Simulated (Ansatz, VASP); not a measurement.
**One calculation of ZnS, two programs**

```
Zn S
1.0
     0.00000    2.70465    2.67760
     2.70465    0.00000    2.67760
     2.70465    2.70465    0.00000
Zn S
1 1
Cartesian
  0.0000 0.0000 0.0000
  4.0570 4.0570 4.0164
```

Change from the starting cell: zz strain of -1 %.

Alike in both runs: task single point; functional PBEsol; k mesh 8 × 8 × 8; occupations fermi-dirac, width 0.01 eV; no spin polarisation.

|  | VASP | Ansatz |
| --- | --- | --- |
| version | VASP 6.6.1 | Ansatz 0.2.0 |
| potentials or method | VASP PAW PBE potentials, release 64 (Zn, S), cutoff 520 eV | all-electron LAPW, scalar-relativistic |

|  | VASP | Ansatz | Ansatz less VASP |
| --- | --- | --- | --- |
| gap on the k mesh at the Fermi level (eV) | 1.98 | 1.98 | -0.002 |
| pressure (GPa) | -1.3 | -1.5 | -0.18 |
| traceless stress, the component that is largest in VASP (GPa) | 0.28 | 0.28 | +0.004 |

VASP's potentials were made for PBE, not for PBEsol. Ansatz ran all-electron here, and VASP with PAW potentials.
